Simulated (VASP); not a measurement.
# Ti (Im-3m) in VASP: further runs

Ti is run at these levels: BLYP, PBE+D3(BJ); tasks: single point.

All numbers are computed with VASP 6.6.1; they aren't measurements. Logs are shortened: lines on timing, memory, paths and dates and some standing lists are left out, and cuts for length are marked.

### 1 The cell of the first run

It takes space group Im-3m (No. 229, cubic). Conventional cell: a = 3.278 Å, b = 3.278 Å, c = 3.278 Å, α = 90.00°, β = 90.00°, γ = 90.00°. Ti (site symmetry m-3m) has 14 Ti at 2.84 to 3.28 Å within 3.7 Å.

### 2 Single point, BLYP

INCAR reads:

```
SYSTEM = Ti
AGGAC = 1.0 ; AGGAX = 1.0
ALDAC = 0.0 ; ALDAX = 1.0
ALGO = Normal ; EDIFF = 1E-6
ENCUT = 520 ; GGA = B5
ISIF = 2 ; ISMEAR = -1
LASPH = .True. ; LCHARG = .False.
LREAL = .False. ; LWAVE = .False.
NBANDS = 12 ; NELM = 100
PREC = Accurate ; SIGMA = 0.05
```

KPOINTS reads:

```
k-points
0
Gamma
  11 11 11
  0 0 0
```

POSCAR reads:

```
Ti
1.0
   -1.6392432968      1.6392432968      1.6392432968
    1.6392432968     -1.6392432968      1.6392432968
    1.6392432968      1.6392432968     -1.6392432968
Ti
1
Direct
    0.0000000000      0.0000000000      0.0000000000
```

Potentials or basis: VASP PAW PBE potentials, release 64 (Ti_sv).

Launch:

```sh
> cat potpaw_PBE.64/Ti_sv/POTCAR > POTCAR
> mpirun -np 1 vasp_std > vasp.out
```

OUTCAR:

```text
SYSTEM = Ti
   EDIFF = 1E-6
   ENCUT = 520
   GGA = B5
   ISIF = 2
   ISMEAR = -1
   LASPH = .True.
   LREAL = .False.
   NELM = 100
   PREC = Accurate

 ion  position               nearest neighbor table
   1  0.000  0.000  0.000-

  LATTYP: Found a body centered cubic cell.
 ALAT       =     3.2784865936

  Lattice vectors:

 A1 = (  -1.6392432968,   1.6392432968,   1.6392432968)
 A2 = (   1.6392432968,  -1.6392432968,   1.6392432968)
 A3 = (   1.6392432968,   1.6392432968,  -1.6392432968)

Analysis of symmetry for initial positions (statically):
=====================================================================
 Subroutine PRICEL returns:
 Original cell was already a primitive cell.

 Routine SETGRP: Setting up the symmetry group for a
 body centered cubic supercell.

 Subroutine GETGRP returns: Found 48 space group operations
[... 9 lines left out ...]

 Routine SETGRP: Setting up the symmetry group for a
 body centered cubic supercell.

 Subroutine GETGRP returns: Found 48 space group operations
[... 11 lines left out ...]
                                     Primitive cell

  volume of cell :      17.6194

  direct lattice vectors                    reciprocal lattice vectors
    -1.639243297  1.639243297  1.639243297     0.000000000  0.305018786  0.305018786
     1.639243297 -1.639243297  1.639243297     0.305018786  0.000000000  0.305018786
     1.639243297  1.639243297 -1.639243297     0.305018786  0.305018786  0.000000000

  length of vectors
     2.839252676  2.839252676  2.839252676     0.431361704  0.431361704  0.431361704

  position of ions in fractional coordinates (direct lattice)
     0.000000000  0.000000000  0.000000000

  ion indices of the primitive-cell ions
   primitive index   ion index
                 1           1

----------------------------------------------------------------------------------------

 KPOINTS: k-points

Automatic generation of k-mesh.
 Grid dimensions read from file:
 generate k-points for:   11   11   11

 Generating k-lattice:

  Cartesian coordinates                     Fractional coordinates (reciprocal lattice)
     0.000000000  0.027728981  0.027728981     0.090909091  0.000000000  0.000000000
     0.027728981  0.000000000  0.027728981     0.000000000  0.090909091  0.000000000
     0.027728981  0.027728981  0.000000000     0.000000000  0.000000000  0.090909091

  Length of vectors
     0.039214700  0.039214700  0.039214700
[... 52 lines left out ...]
   ENCUT  =  520.0 eV  38.22 Ry    6.18 a.u.   5.28  5.28  5.28*2*pi/ulx,y,z
   NELM   =    100;   NELMIN=  2; NELMDL= -5     # of ELM steps
   EDIFF  = 0.1E-05   stopping-criterion for ELM
   LREAL  =      F    real-space projection
   EDIFFG = 0.1E-04   stopping-criterion for IOM
   NSW    =      0    number of steps for IOM
   IBRION =     -1    ionic relax: 0-MD 1-quasi-New 2-CG
   NFREE  =      0    steps in history (QN), initial steepest desc. (CG)
   ISIF   =      2    stress and relaxation
   ISYM   =      2    0-nonsym 1-usesym 2-fastsym
   POTIM  = 0.5000    time-step for ionic-motion
   TEBEG  =    0.0;   TEEND  =   0.0 temperature during run
   PSTRESS=    0.0 pullay stress
   NELECT =      12.0000    total number of electrons
   NUPDOWN=      -1.0000    fix difference up-down
   EMIN   =  10.00;   EMAX   =-10.00  energy-range for DOS
   EFERMI =   0.00;   METHOD = LEGACY
   ISMEAR =    -1;   SIGMA  =   0.05  broadening in eV -4-tet -1-fermi 0-gaus
   EFERMI_NEDOS =   21; number of points for ismear=-14 and -15
   IALGO  =     38    algorithm
   IMIX   =      4    mixing-type and parameters
     AMIX     =   0.40;   BMIX     =  1.00
     AMIX_MAG =   1.60;   BMIX_MAG =  1.00
  volume/ion in A,a.u.               =      17.62       118.90
  Fermi-wavevector in a.u.,A,eV,Ry     =   1.440363  2.721891 28.227251  2.074644
  Thomas-Fermi vector in A             =   2.559115
   LORBIT       =      0    0 simple, 1 ext, 2 COOP (PROOUT), +10 PAW based schemes
   GGA     = B5    functional components
   LHFCALC =     F    Hartree Fock is set to
   AEXX    =    0.0000 exact exchange contribution
   IVDW    =     0    specifies the selected vdW correction
   LEPSILON=     F    determine dielectric tensor
   LRPA    =     F    only Hartree local field effects (RPA)
 non-spin polarized calculation
  energy-cutoff  :      520.00
  volume of cell :       17.62
 maximum number of plane-waves:       485
 NGX is ok and might be reduce to    24
   NGX = 11   NGY = 11   NGZ = 11

 number of electron      12.0000000 magnetization

 Free energy of the ion-electron system (eV)
  ---------------------------------------------------
  ext. energy  EPLUGINS =         0.00000000
  ---------------------------------------------------
  free energy    TOTEN  =        -6.67326114 eV

  energy without entropy =       -6.65281255  energy(sigma->0) =       -6.66303685

 E-fermi :   8.3947     XC(G=0): -10.8901

 val. band max:        8.3826887502   @ k =   0.2727   0.0909   0.0909
 cond. band min:       8.3970534587   @ k =  -0.3636   0.3636   0.0909
 fundamental gap:      0.0143647085
 Fermi energy:         8.3946506792

 k-point     1 :       0.0000    0.0000    0.0000
  band No.  band energies     occupation
      1     -47.9191      2.00000
      2     -23.9589      2.00000
      3     -23.9589      2.00000
      4     -23.9589      2.00000
      5       2.6683      2.00000
      6       9.3112      0.00000
      7       9.3112      0.00000
      8       9.3112      0.00000
      9      11.0252      0.00000
     10      11.0252      0.00000
     11      25.8936      0.00000
     12      25.8936      0.00000
[... 331 lines left out ...]
 k-point    24 :       0.3636    0.1818    0.0909
  band No.  band energies     occupation
      1     -47.7855      2.00000
      2     -24.4883      2.00000
      3     -24.2469      2.00000
      4     -24.0615      2.00000
      5       6.9971      2.00000
      6       7.8060      1.99998
      7       8.5134      0.17034
      8      11.1978      0.00000
      9      11.3841      0.00000
     10      14.6429      0.00000
     11      16.8740      0.00000
     12      19.4859      0.00000

 [... further k-points ...]
[... 5 lines left out ...]
  --------------------------------------------------------------------------------------
  -------------------------------------------------------------------------------------
  Total        0.0004621      0.0004621      0.0004621     -0.0000000      0.0000000      0.0000000
  in kB        0.0420162      0.0420162      0.0420162     -0.0000000      0.0000000      0.0000000
  external PRESSURE =       0.0420162 kB  Pullay stress =       0.0000000 kB

 VOLUME and BASIS-vectors are now :
 -----------------------------------------------------------------------------
  energy-cutoff  :      520.00
  volume of cell :       17.62
      direct lattice vectors                 reciprocal lattice vectors
    -1.639243297  1.639243297  1.639243297     0.000000000  0.305018786  0.305018786
     1.639243297 -1.639243297  1.639243297     0.305018786  0.000000000  0.305018786
     1.639243297  1.639243297 -1.639243297     0.305018786  0.305018786  0.000000000

 POSITION                                       TOTAL-FORCE (eV/Angst)
 -----------------------------------------------------------------------------------
      0.00000      0.00000      0.00000         0.000000      0.000000      0.000000
 -----------------------------------------------------------------------------------
    total drift:                                0.000000      0.000000      0.000000

  FREE ENERGIE OF THE ION-ELECTRON SYSTEM (eV)
  ---------------------------------------------------
  free  energy   TOTEN  =        -6.6732611421 eV

  energy  without entropy=       -6.6528125509  energy(sigma->0) =       -6.66303685
```

OSZICAR:

```text
N       E                     dE             d eps       ncg     rms          rms(c)
DAV:   1     0.882194956284E+02    0.88219E+02   -0.65008E+03  1352   0.120E+03
DAV:   2    -0.319326021826E+01   -0.91413E+02   -0.88984E+02  1364   0.296E+02
DAV:   3    -0.743618466524E+01   -0.42429E+01   -0.41991E+01  1888   0.654E+01
DAV:   4    -0.752011056185E+01   -0.83926E-01   -0.83804E-01  1520   0.781E+00
DAV:   5    -0.752208737489E+01   -0.19768E-02   -0.19768E-02  1604   0.106E+00    0.778E+00
DAV:   6    -0.666419711478E+01    0.85789E+00   -0.20383E+00  1444   0.202E+01    0.200E+00
DAV:   7    -0.666509007152E+01   -0.89296E-03   -0.57549E-02  1552   0.247E+00    0.119E+00
DAV:   8    -0.667291651229E+01   -0.78264E-02   -0.27783E-02  1404   0.197E+00    0.737E-02
DAV:   9    -0.667324836527E+01   -0.33185E-03   -0.14709E-03  1624   0.350E-01    0.579E-02
DAV:  10    -0.667327987021E+01   -0.31505E-04   -0.13494E-04  1436   0.114E-01    0.120E-02
DAV:  11    -0.667326134400E+01    0.18526E-04   -0.17231E-05  1624   0.603E-02    0.638E-03
DAV:  12    -0.667326114208E+01    0.20192E-06   -0.77197E-07  1032   0.120E-02
   1 F= -.66732611E+01 E0= -.66630368E+01  d E =-.204486E-01
```

stdout:

```text
POSCAR found type information on POSCAR Ti
 POSCAR found :  1 types and       1 ions
 scaLAPACK will be used
 -----------------------------------------------------------------------------
|                                                                             |
|                                                                             |
|     You enforced a specific xc type in the INCAR file but a different       |
|     I HOPE YOU KNOW WHAT YOU ARE DOING!                                     |
|                                                                             |
 -----------------------------------------------------------------------------

 LDA part: xc-table for (Slater(with rela. corr.)+VWN5), standard interpolation
 POSCAR, INCAR and KPOINTS ok, starting setup
 FFT: planning ... GRIDC
 FFT: planning ... GRID_SOFT
 FFT: planning ... GRID
 WAVECAR not read
 entering main loop
```

Wall time 7.2 s (1 thread of Intel Xeon 6975P-C (Granite Rapids), shared host); peak memory 0.14 GiB.

Results:

```
Free energy            : -6.6733 eV
Pressure               : 0.0 GPa
Band gap on the k mesh : zero (band 6 reaches 9.34 eV, above the bottom of band 7 at 7.81 eV)
```

Levels at points of the mesh, in eV from the Fermi level:
| k point | band 3 | band 4 | band 5 | band 6 | band 7 | band 8 | band 9 | band 10 |
| --- | --- | --- | --- | --- | --- | --- | --- | --- |
| (0.00, 0.00, 0.00) | -32.35 | -32.35 | -5.73 | 0.92 | 0.92 | 0.92 | 2.63 | 2.63 |

Caveat: the PAW data sets were made with another functional, which shifts forces and pressure a little.

### 3 Single point, PBE+D3(BJ)

This run uses another cell than the first one, of 17.68 Å³/atom, 1.003 times its volume.

INCAR reads:

```
PREC = Accurate ; ENCUT = 520
EDIFF = 1E-7 ; ISMEAR = -1
SIGMA = 0.05 ; LREAL = False
LASPH = True ; NELM = 60
ALGO = Normal ; ISIF = 2
LWAVE = False ; LCHARG = False
GGA = PE ; IVDW = 12
NBANDS = 12
```

KPOINTS reads:

```
regular mesh
0
Gamma
  11 11 11
```

POSCAR reads:

```
Ti
1.0
   -1.6410000000      1.6410000000      1.6410000000
    1.6410000000     -1.6410000000      1.6410000000
    1.6410000000      1.6410000000     -1.6410000000
Ti
1
Direct
    0.0000000000      0.0000000000      0.0000000000
```

Potentials or basis: VASP PAW PBE potentials, release 64 (Ti_sv).

Launch:

```sh
> cat potpaw_PBE.64/Ti_sv/POTCAR > POTCAR
> mpirun -np 1 vasp_std > vasp.out
```

OUTCAR:

```text
PREC = Accurate
   ENCUT = 520
   EDIFF = 1E-7
   ISMEAR = -1
   LREAL = False
   LASPH = True
   NELM = 60
   ISIF = 2
   GGA = PE
   IVDW = 12
 IVDW          = 12

 ion  position               nearest neighbor table
   1  0.000  0.000  0.000-

  LATTYP: Found a body centered cubic cell.
 ALAT       =     3.2820000000

  Lattice vectors:

 A1 = (  -1.6410000000,   1.6410000000,   1.6410000000)
 A2 = (   1.6410000000,  -1.6410000000,   1.6410000000)
 A3 = (   1.6410000000,   1.6410000000,  -1.6410000000)

Analysis of symmetry for initial positions (statically):
=====================================================================
 Subroutine PRICEL returns:
 Original cell was already a primitive cell.

 Routine SETGRP: Setting up the symmetry group for a
 body centered cubic supercell.

 Subroutine GETGRP returns: Found 48 space group operations
[... 9 lines left out ...]

 Routine SETGRP: Setting up the symmetry group for a
 body centered cubic supercell.

 Subroutine GETGRP returns: Found 48 space group operations
[... 11 lines left out ...]
                                     Primitive cell

  volume of cell :      17.6761

  direct lattice vectors                    reciprocal lattice vectors
    -1.641000000  1.641000000  1.641000000     0.000000000  0.304692261  0.304692261
     1.641000000 -1.641000000  1.641000000     0.304692261  0.000000000  0.304692261
     1.641000000  1.641000000 -1.641000000     0.304692261  0.304692261  0.000000000

  length of vectors
     2.842295375  2.842295375  2.842295375     0.430899928  0.430899928  0.430899928

  position of ions in fractional coordinates (direct lattice)
     0.000000000  0.000000000  0.000000000

  ion indices of the primitive-cell ions
   primitive index   ion index
                 1           1

[... 93 lines left out ...]
  Fermi-wavevector in a.u.,A,eV,Ry     =   1.438821  2.718977 28.166848  2.070205
  Thomas-Fermi vector in A             =   2.557745
   LORBIT       =      0    0 simple, 1 ext, 2 COOP (PROOUT), +10 PAW based schemes
   GGA     = PE    functional components
   LHFCALC =     F    Hartree Fock is set to
   AEXX    =    0.0000 exact exchange contribution
   IVDW    =    12    specifies the selected vdW correction
   LEPSILON=     F    determine dielectric tensor
   LRPA    =     F    only Hartree local field effects (RPA)
 non-spin polarized calculation
  energy-cutoff  :      520.00
  volume of cell :       17.68
 maximum number of plane-waves:       486
 NGX is ok and might be reduce to    24
   NGX = 11   NGY = 11   NGZ = 11

 number of electron      12.0000001 magnetization

 Free energy of the ion-electron system (eV)
  ---------------------------------------------------
  ext. energy  EPLUGINS =         0.00000000
  ---------------------------------------------------
  free energy    TOTEN  =        -7.72948765 eV

  energy without entropy =       -7.70680736  energy(sigma->0) =       -7.71814750

 E-fermi :   7.9016     XC(G=0): -11.4107

 val. band max:        7.9005352970   @ k =  -0.4545  -0.4545   0.0909
 cond. band min:       7.9030013638   @ k =  -0.4545  -0.4545   0.0909
 fundamental gap:      0.0024660668
 Fermi energy:         7.9016328640

 k-point     1 :       0.0000    0.0000    0.0000
  band No.  band energies     occupation
      1     -48.6545      2.00000
      2     -24.5311      2.00000
      3     -24.5311      2.00000
      4     -24.5311      2.00000
      5       1.9903      2.00000
      6       8.8818      0.00000
      7       8.8818      0.00000
      8       8.8818      0.00000
      9      10.6011      0.00000
     10      10.6011      0.00000
     11      25.1909      0.00000
     12      25.1909      0.00000
[... 331 lines left out ...]
 k-point    24 :       0.3636    0.1818    0.0909
  band No.  band energies     occupation
      1     -48.5260      2.00000
      2     -25.0504      2.00000
      3     -24.8135      2.00000
      4     -24.6317      2.00000
      5       6.4708      2.00000
      6       7.3261      1.99998
      7       7.9291      0.73203
      8      10.7771      0.00000
      9      10.9659      0.00000
     10      14.1055      0.00000
     11      16.3207      0.00000
     12      18.8601      0.00000

 [... further k-points ...]

------------------------ aborting loop because EDIFF is reached ----------------------------------------

 Edisp (eV)   -0.58994

 E8    (eV) :    -0.2796

  FORCE on cell =-STRESS in cart. coord.  units (eV):
  Direction    XX          YY          ZZ          XY          YZ          ZX
  --------------------------------------------------------------------------------------
  -------------------------------------------------------------------------------------
  Total      -0.91811    -0.91811    -0.91811    -0.00000     0.00000     0.00000
  in kB     -83.21888   -83.21888   -83.21888    -0.00000     0.00000     0.00000
  external pressure =      -83.22 kB  Pullay stress =        0.00 kB

 VOLUME and BASIS-vectors are now :
 -----------------------------------------------------------------------------
  energy-cutoff  :      520.00
  volume of cell :       17.68
      direct lattice vectors                 reciprocal lattice vectors
    -1.641000000  1.641000000  1.641000000     0.000000000  0.304692261  0.304692261
     1.641000000 -1.641000000  1.641000000     0.304692261  0.000000000  0.304692261
     1.641000000  1.641000000 -1.641000000     0.304692261  0.304692261  0.000000000

 POSITION                                       TOTAL-FORCE (eV/Angst)
 -----------------------------------------------------------------------------------
      0.00000      0.00000      0.00000         0.000000      0.000000      0.000000
 -----------------------------------------------------------------------------------
    total drift:                               -0.000000      0.000000      0.000000

  FREE ENERGIE OF THE ION-ELECTRON SYSTEM (eV)
  ---------------------------------------------------
  free  energy   TOTEN  =        -8.3194234869 eV

  energy  without entropy=       -8.2967431970  energy(sigma->0) =       -8.30808334
```

stdout:

```text
POSCAR found type information on POSCAR Ti
 POSCAR found :  1 types and       1 ions
 scaLAPACK will be used
 LDA part: xc-table for (Slater+PW92), standard interpolation
 POSCAR, INCAR and KPOINTS ok, starting setup
 FFT: planning ... GRIDC
 FFT: planning ... GRID_SOFT
 FFT: planning ... GRID
 WAVECAR not read
 entering main loop
```

Wall time 4.9 s (1 thread of Intel Xeon 6975P-C (Granite Rapids), shared host); peak memory 0.15 GiB.

What came out:

| Quantity | Value |
| --- | --- |
| Free energy | -8.3194 eV |
| Pressure | -8.3 GPa |
| Band gap on the k mesh | zero (band 6 reaches 8.89 eV, above the bottom of band 7 at 7.33 eV) |
| Dispersion energy per atom | -0.590 eV |

Caveat: three body term missing; pairwise dispersion overbinds metals, which lowers pressure and volume.
